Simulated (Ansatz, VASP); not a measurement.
CdS: VASP beside Ansatz

```xyz
2
Lattice="0.0000 2.9632 2.9632 2.9632 0.0000 2.9632 2.9632 2.9632 0.0000" Properties=species:S:1:pos:R:3 pbc="T T T"
Cd    0.0000    0.0000    0.0000
S     1.4816    1.4816    1.4816
```

Alike in both runs: functional PBE; k mesh 13 × 13 × 13; occupations fermi-dirac, width 0.05 eV; no spin polarisation.

Ansatz relaxed the structure, and its values are those at the end. VASP's run is a single point on that final structure, the one shown.

|  | VASP | Ansatz |
| --- | --- | --- |
| version | VASP 6.6.1 | Ansatz 0.2.0 |
| potentials or method | VASP PAW PBE potentials, release 64 (Cd, S) | PAW with Ansatz's default frozen-core files, scalar-relativistic |
| plane-wave cutoff (eV) | 520 | 420 |
| valence electrons in the cell | 18 | 26 |

|  | VASP | Ansatz | Ansatz less VASP |
| --- | --- | --- | --- |
| pressure (GPa) | 0.3 | 0.0 | -0.28 |

The functional is the same, so the differences come from potentials, cutoffs and numerics. VASP's potentials hold 18 valence electrons a cell and Ansatz's 26, so a difference there can come from the potentials and not from the codes.
